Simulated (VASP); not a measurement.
# AlGa3N4: single point with PBEsol

AlGa3N4:

```
CELL_PARAMETERS angstrom
5.16119 0.00000 0.00012
0.00000 3.17630 0.00000
-0.00360 0.00000 5.49805
ATOMIC_POSITIONS crystal
Al 0.00060 0.50000 0.66735
Ga 0.49913 0.50000 0.33490
Ga 0.49910 0.00000 0.83157
Ga 0.99981 0.00000 0.16621
N 0.11967 0.50000 0.34008
N 0.11766 0.00000 0.82641
N 0.62046 0.00000 0.16622
N 0.63117 0.50000 0.66725
```

```
Program                : VASP 6.6.1
Task                   : single point
Functional             : PBEsol
Potentials or basis    : VASP PAW PBE potentials, release 64 (Al, Ga_d, N)
Cutoff                 : 520 eV
k mesh                 : 6 × 8 × 6
Occupations            : gaussian, width 0.02 eV
Spin                   : no spin polarisation
Dipole correction      : no
Further INCAR settings : ALGO = Normal; EDIFF = 1e-07; NBANDS = 41
```

```json
{
 "Pressure": "-2.2 GPa",
 "Largest force": "0.009 eV/Å",
 "Band gap on the k mesh": "2.30 eV"
}
```

Forces on the atoms (eV/Å):
```
Al   0.001  0.000 -0.001
Ga   0.002  0.000 -0.003
Ga   0.005  0.000  0.003
Ga  -0.004  0.000  0.004
N    0.004  0.000 -0.005
N    0.002  0.000  0.002
N   -0.002  0.000  0.000
N   -0.009  0.000  0.000
```

Levels at points of the mesh, in eV from the valence-band top:
| k point | band 29 | band 30 | band 31 | band 32 | band 33 | band 34 |
| --- | --- | --- | --- | --- | --- | --- |
| (0.00, 0.00, 0.00) | -0.08 | -0.03 | 0.00 | 2.30 | 4.55 | 5.14 |
| (0.50, 0.00, 0.00) | -0.66 | -0.36 | -0.36 | 4.35 | 4.42 | 4.52 |
| (0.00, 0.50, 0.00) | -2.03 | -1.82 | -1.78 | 5.56 | 5.58 | 6.79 |
| (0.50, 0.50, 0.00) | -1.45 | -1.42 | -1.41 | 5.66 | 5.84 | 5.92 |
| (0.00, 0.00, 0.50) | -0.60 | -0.58 | -0.33 | 4.51 | 4.67 | 6.05 |
| (0.50, 0.00, 0.50) | -1.16 | -1.13 | -1.09 | 5.27 | 5.33 | 5.41 |
| (0.00, 0.50, 0.50) | -2.12 | -0.97 | -0.86 | 4.80 | 5.14 | 5.57 |
| (0.50, 0.50, 0.50) | -1.72 | -1.64 | -1.62 | 4.28 | 4.37 | 4.43 |

It took 5.2 min on 1 thread of Intel(R) Xeon(R) Platinum 8488C (Sapphire Rapids) (shared host), peak memory 0.39 GiB.

Caveat: the PAW data sets were made with another functional, which shifts forces and pressure a little.
